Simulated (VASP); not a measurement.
# Si16Ge (a cell with a defect) in VASP: further runs

Runs on Si16Ge (a cell with a defect). Level: PBEsol. Tasks: single point, relaxation of the atoms.

Everything below comes from runs of VASP 6.6.1. Logs are shortened: lines on timing, memory, paths and dates and some standing lists are left out, and cuts for length are marked.

## Step 1: The cell of the first run

The cell holds a defect, 17 atoms: a = 7.679 Å, b = 7.679 Å, c = 7.679 Å, α = 60.00°, β = 60.00°, γ = 60.00°.

## Step 2: Single point, PBEsol

INCAR

```
ALGO     = Normal         # electronic algorithm
EDIFF    = 1E-6           # SCF threshold, eV
ENCUT    = 520            # plane-wave cutoff, eV
GGA      = PS             # functional
ISIF     = 2              # what is computed and relaxed
ISMEAR   = 0              # smearing method
LASPH    = True           # aspherical terms in the spheres
LCHARG   = False          # write CHGCAR
LREAL    = Auto         
LWAVE    = False          # write WAVECAR
NBANDS   = 53             # bands
NELM     = 100            # most SCF steps
PREC     = Accurate       # precision mode
SIGMA    = 0.05           # smearing width, eV
```

KPOINTS

```
k-points
0
Gamma
  2 2 2
```

POSCAR

```
Si16Ge
1.0
    0.0000000000      5.4300000000      5.4300000000
    5.4300000000      0.0000000000      5.4300000000
    5.4300000000      5.4300000000      0.0000000000
Si Ge
16 1
Direct
   -0.0004038674      0.0004217311      0.0007738490
    0.1239024862      0.1245328729      0.1248081952
    0.0040891344      0.0048635359      0.4961896869
    0.1238398711      0.1244441068      0.6281772560
    0.0040605893      0.4959031308      0.0051550645
    0.1238592081      0.6278586556      0.1247269797
    0.0040415285      0.4959448435      0.4962455801
    0.1359238490      0.6216978821      0.6218982505
    0.4953415285      0.0046616022      0.0049892265
    0.6271186004      0.1245143646      0.1247828729
    0.4951799263      0.0048476980      0.4961699816
    0.6211057090      0.1366176796      0.6214254144
    0.4951843462      0.4958685083      0.0051541436
    0.6210604052      0.6211729282      0.1368810313
    0.4995459484      0.5004146409      0.5007674954
    0.6206986188      0.6216599448      0.6219363720
    0.7495787293      0.7503013812      0.7506927256
```

Potentials or basis: VASP PAW PBE potentials, release 64 (Si, Ge_d).

Run with:

```console
cat potpaw_PBE.64/Si/POTCAR potpaw_PBE.64/Ge_d/POTCAR > POTCAR
mpirun -np 1 vasp_std > vasp.out
```

OUTCAR:

```text
EDIFF = 1E-6
   ENCUT = 520
   GGA = PS
   ISIF = 2
   ISMEAR = 0
   LASPH = True
   LREAL = Auto
   NELM = 100
   PREC = Accurate

 ion  position               nearest neighbor table
   1  1.000  0.000  0.001-   2 2.34  10 2.34   6 2.34   4 2.34
   2  0.124  0.125  0.125-   5 2.33   3 2.33   9 2.33   1 2.34
   3  0.004  0.005  0.496-   4 2.33   2 2.33  12 2.40   8 2.40  17 2.76
   4  0.124  0.124  0.628-   3 2.33  11 2.33   7 2.33   1 2.34
   5  0.004  0.496  0.005-   6 2.33   2 2.33  14 2.40   8 2.40  17 2.76
   6  0.124  0.628  0.125-  13 2.33   5 2.33   7 2.33   1 2.34
   7  0.004  0.496  0.496-   4 2.33   6 2.33   8 2.40  16 2.40  17 2.76
   8  0.136  0.622  0.622-  15 2.28   3 2.40   5 2.40   7 2.40  17 2.42
   9  0.495  0.005  0.005-  10 2.33   2 2.33  14 2.40  12 2.41  17 2.76
  10  0.627  0.125  0.125-  13 2.33  11 2.33   9 2.33   1 2.34
  11  0.495  0.005  0.496-   4 2.33  10 2.33  12 2.40  16 2.40  17 2.76
  12  0.621  0.137  0.621-  15 2.28  11 2.40   3 2.40   9 2.41  17 2.42
  13  0.495  0.496  0.005-   6 2.33  10 2.33  14 2.40  16 2.40  17 2.76
  14  0.621  0.621  0.137-  15 2.28  13 2.40   5 2.40   9 2.40  17 2.42
  15  0.500  0.500  0.501-  16 2.28   8 2.28  12 2.28  14 2.28
  16  0.621  0.622  0.622-  15 2.28  11 2.40  13 2.40   7 2.40  17 2.42
  17  0.750  0.750  0.751-  14 2.42  16 2.42  12 2.42   8 2.42   9 2.76   7 2.76  13 2.76  11 2.76
                             5 2.76   3 2.76

  LATTYP: Found a face centered cubic cell.
 ALAT       =    10.8600000000

  Lattice vectors:

 A1 = (   0.0000000000,   5.4300000000,   5.4300000000)
 A2 = (   5.4300000000,   0.0000000000,   5.4300000000)
 A3 = (   5.4300000000,   5.4300000000,   0.0000000000)

Analysis of symmetry for initial positions (statically):
=====================================================================
 Subroutine PRICEL returns:
 Original cell was already a primitive cell.

 Routine SETGRP: Setting up the symmetry group for a
 face centered cubic supercell.

 Subroutine GETGRP returns: Found  1 space group operations
 (whereof  1 operations were pure point group operations)
 out of a pool of 48 trial point group operations.

The static configuration has the point symmetry C_1 .

Analysis of symmetry for dynamics (positions and initial velocities):
=====================================================================
 Subroutine PRICEL returns:
 Original cell was already a primitive cell.

 Routine SETGRP: Setting up the symmetry group for a
 face centered cubic supercell.

 Subroutine GETGRP returns: Found  1 space group operations
 (whereof  1 operations were pure point group operations)
 out of a pool of 48 trial point group operations.

The dynamic configuration has the point symmetry C_1 .

 Subroutine INISYM returns: Found  1 space group operations
 (whereof  1 operations are pure point group operations),
 and found     1 'primitive' translations

----------------------------------------------------------------------------------------

                                     Primitive cell

  volume of cell :     320.2060

  direct lattice vectors                    reciprocal lattice vectors
     0.000000000  5.430000000  5.430000000    -0.092081031  0.092081031  0.092081031
     5.430000000  0.000000000  5.430000000     0.092081031 -0.092081031  0.092081031
     5.430000000  5.430000000  0.000000000     0.092081031  0.092081031 -0.092081031

  length of vectors
     7.679179644  7.679179644  7.679179644     0.159489025  0.159489025  0.159489025

  position of ions in fractional coordinates (direct lattice)
     0.999596133  0.000421731  0.000773849
     0.123902486  0.124532873  0.124808195
     0.004089134  0.004863536  0.496189687
     0.123839871  0.124444107  0.628177256
     0.004060589  0.495903131  0.005155065
     0.123859208  0.627858656  0.124726980
[... 9 lines left out ...]
     0.620698619  0.621659945  0.621936372
     0.749578729  0.750301381  0.750692726

  ion indices of the primitive-cell ions
   primitive index   ion index
                 1           1
                 2           2
                 3           3
                 4           4
                 5           5
                 6           6
[... 9 lines left out ...]
                16          16
                17          17

----------------------------------------------------------------------------------------

 KPOINTS: k-points

Automatic generation of k-mesh.
 Grid dimensions read from file:
 generate k-points for:    2    2    2

 Generating k-lattice:

  Cartesian coordinates                     Fractional coordinates (reciprocal lattice)
    -0.046040516  0.046040516  0.046040516     0.500000000  0.000000000  0.000000000
     0.046040516 -0.046040516  0.046040516     0.000000000  0.500000000  0.000000000
     0.046040516  0.046040516 -0.046040516     0.000000000  0.000000000  0.500000000

  Length of vectors
     0.079744512  0.079744512  0.079744512

  Shift w.r.t. Gamma in fractional coordinates (k-lattice)
     0.000000000  0.000000000  0.000000000

 Subroutine IBZKPT returns following result:
 ===========================================

 Found      8 irreducible k-points:

 Following reciprocal coordinates:
            Coordinates               Weight
  0.000000  0.000000  0.000000      1.000000
  0.500000  0.000000  0.000000      1.000000
  0.000000  0.500000  0.000000      1.000000
  0.000000  0.000000  0.500000      1.000000
  0.500000  0.500000  0.500000      1.000000
  0.500000  0.500000  0.000000      1.000000
  0.000000  0.500000  0.500000      1.000000
  0.500000  0.000000  0.500000      1.000000
   k-points           NKPTS =      8   k-points in BZ     NKDIM =      8   number of bands    NBANDS=     53
   number of dos      NEDOS =    301   number of ions     NIONS =     17
   total plane-waves  NPLWV = 216000
   dimension x,y,z NGX =    60 NGY =   60 NGZ =   60
   dimension x,y,z NGXF=   120 NGYF=  120 NGZF=  120
   ions per type =              16   1
   NGX,Y,Z   is equivalent  to a cutoff of  12.99, 12.99, 12.99 a.u.
   NGXF,Y,Z  is equivalent  to a cutoff of  25.98, 25.98, 25.98 a.u.
 SYSTEM =  unknown system
   PREC   = accura    normal or accurate (medium, high low for compatibility)
   ISTART =      0    job   : 0-new  1-cont  2-samecut
   ICHARG =      2    charge: 1-file 2-atom 10-const
   ISPIN  =      1    spin polarized calculation?
   LNONCOLLINEAR =      F non collinear calculations
   LSORBIT =      F    spin-orbit coupling
   LASPH  =      T    aspherical Exc in radial PAW
   ENCUT  =  520.0 eV  38.22 Ry    6.18 a.u.  14.28 14.28 14.28*2*pi/ulx,y,z
   NELM   =    100;   NELMIN=  2; NELMDL= -5     # of ELM steps
   EDIFF  = 0.1E-05   stopping-criterion for ELM
   LREAL  =      T    real-space projection
   EDIFFG = 0.1E-04   stopping-criterion for IOM
   NSW    =      0    number of steps for IOM
   IBRION =     -1    ionic relax: 0-MD 1-quasi-New 2-CG
   NFREE  =      0    steps in history (QN), initial steepest desc. (CG)
   ISIF   =      2    stress and relaxation
   ISYM   =      2    0-nonsym 1-usesym 2-fastsym
   POTIM  = 0.5000    time-step for ionic-motion
   TEBEG  =    0.0;   TEEND  =   0.0 temperature during run
   PSTRESS=    0.0 pullay stress
   NELECT =      78.0000    total number of electrons
   NUPDOWN=      -1.0000    fix difference up-down
   EMIN   =  10.00;   EMAX   =-10.00  energy-range for DOS
   EFERMI =   0.00;   METHOD = LEGACY
   ISMEAR =     0;   SIGMA  =   0.05  broadening in eV -4-tet -1-fermi 0-gaus
   EFERMI_NEDOS =   21; number of points for ismear=-14 and -15
   IALGO  =     38    algorithm
   IMIX   =      4    mixing-type and parameters
     AMIX     =   0.40;   BMIX     =  1.00
     AMIX_MAG =   1.60;   BMIX_MAG =  1.00
  volume/ion in A,a.u.               =      18.84       127.11
  Fermi-wavevector in a.u.,A,eV,Ry     =   1.022421  1.932096 14.222785  1.045345
  Thomas-Fermi vector in A             =   2.156100
   LORBIT       =      0    0 simple, 1 ext, 2 COOP (PROOUT), +10 PAW based schemes
   GGA     = PS    functional components
   LHFCALC =     F    Hartree Fock is set to
   AEXX    =    0.0000 exact exchange contribution
   IVDW    =     0    specifies the selected vdW correction
   LEPSILON=     F    determine dielectric tensor
   LRPA    =     F    only Hartree local field effects (RPA)
 non-spin polarized calculation
 Gauss-broadening in eV      SIGMA  =   0.05
  energy-cutoff  :      520.00
  volume of cell :      320.21
 maximum number of plane-waves:      8646
 NGX is ok and might be reduce to    60
   NGX = 29   NGY = 29   NGZ = 29

 number of electron      77.9999997 magnetization

 Free energy of the ion-electron system (eV)
  ---------------------------------------------------
  ext. energy  EPLUGINS =         0.00000000
  ---------------------------------------------------
  free energy    TOTEN  =       -92.78726151 eV

  energy without entropy =      -92.77917397  energy(sigma->0) =      -92.78321774

 E-fermi :   6.7941     XC(G=0):  -9.8842

 val. band max:        6.7929635399   @ k =   0.0000   0.0000   0.0000
 cond. band min:       6.7995373147   @ k =   0.0000   0.0000   0.0000
 fundamental gap:      0.0065737748
 Fermi energy:         6.7940711501

 k-point     1 :       0.0000    0.0000    0.0000
  band No.  band energies     occupation
      1     -18.2729      2.00000
      2     -18.2729      2.00000
      3     -18.2729      2.00000
      4     -18.2590      2.00000
      5     -18.2588      2.00000
      6      -6.6125      2.00000
[... 43 lines left out ...]
     50       8.0106      0.00000
     51       8.9822      0.00000

 k-point     2 :       0.5000    0.0000    0.0000
  band No.  band energies     occupation
      1     -18.2729      2.00000
      2     -18.2729      2.00000
      3     -18.2729      2.00000
      4     -18.2590      2.00000
      5     -18.2588      2.00000
      6      -6.2870      2.00000
[... 316 lines left out ...]
 k-point     8 :       0.5000    0.0000    0.5000
  band No.  band energies     occupation
      1     -18.2729      2.00000
      2     -18.2729      2.00000
      3     -18.2728      2.00000
      4     -18.2590      2.00000
      5     -18.2588      2.00000
      6      -6.1832      2.00000
[... 43 lines left out ...]
     50      10.2120      0.00000
     51      10.2147      0.00000
 [bands above 51 left out]

------------------------ aborting loop because EDIFF is reached ----------------------------------------

  FORCE on cell =-STRESS in cart. coord.  units (eV):
  Direction    XX          YY          ZZ          XY          YZ          ZX
  --------------------------------------------------------------------------------------
  -------------------------------------------------------------------------------------
  Total        9.3985974      9.4573947      9.4622478      0.0052627      0.0676951      0.0187380
  in kB       47.0266610     47.3208581     47.3451412      0.0263323      0.3387182      0.0937570
  external PRESSURE =      47.2308868 kB  Pullay stress =       0.0000000 kB

 VOLUME and BASIS-vectors are now :
 -----------------------------------------------------------------------------
  energy-cutoff  :      520.00
  volume of cell :      320.21
      direct lattice vectors                 reciprocal lattice vectors
     0.000000000  5.430000000  5.430000000    -0.092081031  0.092081031  0.092081031
     5.430000000  0.000000000  5.430000000     0.092081031 -0.092081031  0.092081031
     5.430000000  5.430000000  0.000000000     0.092081031  0.092081031 -0.092081031

 POSITION                                       TOTAL-FORCE (eV/Angst)
 -----------------------------------------------------------------------------------
      0.00649      5.43201      5.43010        -0.010997     -0.002698      0.000189
      1.35392      1.35050      1.34900         0.014101      0.012965      0.011976
      2.72072      2.71651      0.04861        -0.007295      0.001938     -0.005213
      4.08673      4.08345      1.34818        -0.002069     -0.008585      0.009410
      2.72075      0.05004      2.71480        -0.009165     -0.006643      0.004912
      4.08654      1.34982      4.08183        -0.002705      0.011222     -0.011646
[... 9 lines left out ...]
      6.75273      6.74751      6.74601         0.007202      0.006253      0.004914
      8.15040      8.14647      8.14435        -0.001027     -0.000742      0.005323
 -----------------------------------------------------------------------------------
    total drift:                                0.005061      0.005072      0.000508

  FREE ENERGIE OF THE ION-ELECTRON SYSTEM (eV)
  ---------------------------------------------------
  free  energy   TOTEN  =       -92.7872615065 eV

  energy  without entropy=      -92.7791739689  energy(sigma->0) =      -92.78321774
```

It took 5.8 min on 1 thread of AMD EPYC 7R43 (Zen 3), shared host; peak memory 0.45 GiB.

What came out:

- Free energy: -92.7873 eV
- Pressure: 4.7 GPa
- Largest force: 0.023 eV/Å
- Band gap on the k mesh: zero (bands 39 and 40 overlap by 0.31 eV)

Forces in eV/Å, atoms in the order of the input:
```
Si  -0.011 -0.003  0.000
Si   0.014  0.013  0.012
Si  -0.007  0.002 -0.005
Si  -0.002 -0.009  0.009
Si  -0.009 -0.007  0.005
Si  -0.003  0.011 -0.012
Si   0.004 -0.001  0.000
Si   0.009 -0.002 -0.005
Si  -0.017 -0.003  0.001
Si   0.013 -0.010 -0.012
Si  -0.007  0.002 -0.003
Si   0.016  0.006 -0.002
Si  -0.009 -0.006  0.002
Si   0.022  0.007 -0.002
Si  -0.020 -0.006  0.000
Si   0.007  0.006  0.005
Ge  -0.001 -0.001  0.005
```

Levels at points of the mesh, in eV from the Fermi level:
```tsv
k point	band 37	band 38	band 39	band 40	band 41	band 42
(0.00, 0.00, 0.00)	-0.72	-0.72	-0.24	-0.24	-0.23	0.00
(0.50, 0.00, 0.00)	-1.39	-1.38	-0.30	0.53	0.53	0.87
(0.00, 0.50, 0.00)	-1.39	-1.38	-0.30	0.53	0.53	0.86
(0.00, 0.00, 0.50)	-1.39	-1.39	-0.31	0.53	0.53	0.86
(0.50, 0.50, 0.50)	-1.39	-1.38	-0.30	0.53	0.53	0.87
(0.50, 0.50, 0.00)	-1.82	-1.26	0.07	0.81	1.06	1.07
(0.00, 0.50, 0.50)	-1.82	-1.26	0.08	0.81	1.06	1.07
(0.50, 0.00, 0.50)	-1.82	-1.26	0.08	0.81	1.06	1.07
```

Caveat: the k points lie up to 0.50 Å⁻¹ apart; the PAW data sets were made with another functional, which shifts forces and pressure a little.

## Step 3: Relaxation of the atoms, PBEsol

INCAR

```
PREC = Accurate ; ENCUT = 520
EDIFF = 1E-6 ; ISMEAR = 0
SIGMA = 0.05 ; LREAL = Auto
LASPH = T ; NELM = 80
ALGO = Normal ; ISIF = 2
LWAVE = F ; LCHARG = F
GGA = PS ; IBRION = 2
NSW = 80 ; EDIFFG = -0.03
```

KPOINTS

```
Automatic mesh
0
Gamma
  2 2 2
```

POSCAR

```
Si16Ge
1.0
    0.0000000000      5.4300000000      5.4300000000
    5.4300000000      0.0000000000      5.4300000000
    5.4300000000      5.4300000000      0.0000000000
Si Ge
16 1
Direct
    0.0000000000      0.0000000000      0.0000000000
    0.1250000000      0.1250000000      0.1250000000
    0.0000000000      0.0000000000      0.5000000000
    0.1250000000      0.1250000000      0.6250000000
    0.0000000000      0.5000000000      0.0000000000
    0.1250000000      0.6250000000      0.1250000000
    0.0000000000      0.5000000000      0.5000000000
    0.1250000000      0.6250000000      0.6250000000
    0.5000000000      0.0000000000      0.0000000000
    0.6250000000      0.1250000000      0.1250000000
    0.5000000000      0.0000000000      0.5000000000
    0.6250000000      0.1250000000      0.6250000000
    0.5000000000      0.5000000000      0.0000000000
    0.6250000000      0.6250000000      0.1250000000
    0.5000000000      0.5000000000      0.5000000000
    0.6250000000      0.6250000000      0.6250000000
    0.7441264700      0.7557255900      0.7607742600
```

Potentials or basis: VASP PAW PBE potentials, release 64 (Si, Ge_d).

Run with:

```console
cat potpaw_PBE.64/Si/POTCAR potpaw_PBE.64/Ge_d/POTCAR > POTCAR
mpirun -np 1 vasp_std > vasp.out
```

Wall time 25 min (1 thread of Oxide Virtual Turin-like, shared host); peak memory 0.53 GiB.

The run converged. Its results:

```yaml
Free_energy: -92.7870 eV
Energy_gained_by_relaxing: 21.2 meV/atom
Ionic_steps: 10
Pressure_after_relaxing: 4.7 GPa
Largest_force_after_relaxing: 0.023 eV/Å
Band_gap_on_the_k_mesh: zero (bands 39 and 40 overlap by 0.31 eV)
```

Forces in eV/Å, atoms in the order of the input:
```
Si   0.000 -0.001  0.001
Si   0.002 -0.006 -0.008
Si   0.000  0.007 -0.003
Si   0.007  0.000  0.005
Si   0.000 -0.003  0.006
Si   0.009  0.005 -0.002
Si   0.012 -0.001 -0.003
Si  -0.002  0.004  0.003
Si   0.000  0.002  0.001
Si   0.005  0.008  0.005
Si  -0.003  0.007 -0.010
Si   0.005  0.000  0.000
Si  -0.004 -0.009  0.007
Si  -0.004 -0.009  0.009
Si  -0.021 -0.005 -0.009
Si   0.005  0.004  0.003
Ge  -0.011 -0.003 -0.006
```

Step by step:
| step | energy change (eV) | largest force (eV/Å) | pressure (GPa) |
| --- | --- | --- | --- |
| 1 | 0.0000 | 2.0434 | 5.77 |
| 2 | -0.3447 | 0.3532 | 4.77 |
| 3 | -0.3448 | 0.3703 | 4.76 |
| 4 | -0.3571 | 0.1496 | 4.71 |
| 5 | -0.3573 | 0.1167 | 4.71 |
| 6 | -0.3595 | 0.0721 | 4.72 |
| 7 | -0.3599 | 0.0451 | 4.73 |
| 8 | -0.3602 | 0.0308 | 4.72 |
| 9 | -0.3604 | 0.0345 | 4.72 |
| 10 | -0.3606 | 0.0232 | 4.72 |

Final structure:
```
Si Ge
1.0
     0.00000    5.43000    5.43000
     5.43000    0.00000    5.43000
     5.43000    5.43000    0.00000
Si Ge
16 1
Direct
  0.00009 0.99990 0.99984
  0.12408 0.12420 0.12427
  0.00389 0.00494 0.49559
  0.12427 0.12443 0.62706
  0.00378 0.49548 0.00524
  0.12422 0.62715 0.12444
  0.00435 0.49588 0.49589
  0.13517 0.62179 0.62197
  0.49531 0.00447 0.00490
  0.62736 0.12424 0.12431
  0.49565 0.00510 0.49566
  0.62076 0.13739 0.62129
  0.49556 0.49555 0.00541
  0.62048 0.62080 0.13842
  0.49881 0.50123 0.50220
  0.62148 0.62201 0.62219
  0.74887 0.75115 0.75208
```

Levels at points of the mesh, in eV from the Fermi level:
```csv
k point,band 37,band 38,band 39,band 40,band 41,band 42
"(0.00, 0.00, 0.00)",-0.72,-0.72,-0.25,-0.24,-0.23,0.00
"(0.50, 0.00, 0.00)",-1.38,-1.38,-0.31,0.52,0.53,0.87
"(0.00, 0.50, 0.00)",-1.39,-1.38,-0.31,0.52,0.53,0.86
"(0.00, 0.00, 0.50)",-1.39,-1.39,-0.31,0.53,0.54,0.86
"(0.50, 0.50, 0.50)",-1.38,-1.38,-0.31,0.52,0.53,0.87
"(0.50, 0.50, 0.00)",-1.82,-1.26,0.07,0.81,1.06,1.07
"(0.00, 0.50, 0.50)",-1.82,-1.26,0.07,0.81,1.06,1.06
"(0.50, 0.00, 0.50)",-1.82,-1.26,0.07,0.81,1.06,1.07
```

Caveat: the k points lie up to 0.50 Å⁻¹ apart; the PAW data sets were made with another functional, which shifts forces and pressure a little.

The gap in the log of VASP goes by the Fermi energy; the results here count the filled bands.